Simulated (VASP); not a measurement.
Here is a VASP 6.6.1 calculation.

File INCAR:

```
SYSTEM = In
  ALGO = Normal
  EDIFF = 1E-6
  ENCUT = 520
  GGA = PE
  ISIF = 2
  ISMEAR = -1
  LASPH = .TRUE.
  LCHARG = .TRUE.
  LELF = .TRUE.
  LREAL = .FALSE.
  LVHAR = .TRUE.
  LWAVE = .FALSE.
  NBANDS = 12
  NELM = 100
  PREC = Accurate
  SIGMA = 0.1
```

File KPOINTS:

```
k-points
0
G
  16 16 16
  0 0 0
```

File POSCAR:

```
In
1.0
   -1.7725119607      1.7725119607      1.7725119607
    1.7725119607     -1.7725119607      1.7725119607
    1.7725119607      1.7725119607     -1.7725119607
In
1
Direct
    0.0000000000      0.0000000000      0.0000000000
```

Potentials or basis: VASP PAW PBE potentials, release 64 (In_d).

Command:

```sh
$ cat potpaw_PBE.64/In_d/POTCAR > POTCAR
$ mpirun -np 1 vasp_std > vasp.out
```

Question: Estimate the pressure.

Answer: 13.5 GPa.
